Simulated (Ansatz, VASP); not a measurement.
## Two plane-wave programs on Mo

```
CELL_PARAMETERS angstrom
-1.28528 1.75935 1.69607
1.28528 -1.75935 1.69607
1.28528 1.75935 -1.69607
ATOMIC_POSITIONS crystal
Mo 0.00000 0.00000 0.00000
```

Change from the starting cell: strain +e along x and -e along y -0.1500, strain +e along z and -e/2 along x and y +0.0733.

Alike in both runs: task single point; functional PBE; k mesh 20 × 20 × 20; occupations gaussian, width 0.15 eV; no spin polarisation.

|  | VASP | Ansatz |
| --- | --- | --- |
| version | VASP 6.6.1 | Ansatz 0.2.0 |
| potentials or method | VASP PAW PBE potentials, release 64 (Mo_sv), cutoff 520 eV | scalar-relativistic, plane waves, PAW |
| valence electrons in the cell | 14 | 14 |

Ansatz gave:

| Item | Value |
| --- | --- |
| gap on the k mesh at the Fermi level (eV) | none |
| pressure (GPa) | 17.8 |
| traceless stress, the component that is largest in VASP (GPa) | 20.22 |

Question: Which values does VASP return?

Answer: gap on the k mesh at the Fermi level (eV): none; pressure (GPa): 18.4; traceless stress, the component that is largest in VASP (GPa): 20.34.

A gap of «none» marks a metal or a gap that the smearing closes.
